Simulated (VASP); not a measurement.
A run of VASP 6.6.1:

Contents of INCAR:

```
PREC = Accurate
ENCUT = 520
EDIFF = 1E-6
ISMEAR = 0
SIGMA = 0.1
LREAL = F
LASPH = T
NELM = 60
ALGO = Fast
ISIF = 2
LWAVE = F
LCHARG = T
GGA = PE
IVDW = 12
LELF = T
LVHAR = T
NBANDS = 21
```

File KPOINTS:

```
Automatic mesh
0
Gamma
  14 14 14
```

The input POSCAR:

```
Sn
1.0
   -2.9209565380      2.9209565380      1.5942174226
    2.9209565380     -2.9209565380      1.5942174226
    2.9209565380      2.9209565380     -1.5942174226
Sn
2
Direct
    0.7500000000      0.2500000000      0.5000000000
    0.0000000000      0.0000000000      0.0000000000
```

Potentials or basis: VASP PAW PBE potentials, release 64 (Sn_d).

The run is started by

```sh
$ cat potpaw_PBE.64/Sn_d/POTCAR > POTCAR
$ mpirun -np 1 vasp_std > vasp.out
```

Hardware: 1 thread of Intel(R) Xeon(R) Platinum 8259CL CPU @ 2.50GHz (Skylake/Cascade Lake), on a shared host.

How long does it take, and how much memory?

It took 4.4 min on 1 thread of Intel(R) Xeon(R) Platinum 8259CL CPU @ 2.50GHz (Skylake/Cascade Lake) (shared host), peak memory 0.37 GiB. Counts: scf iterations 12, k points 244.
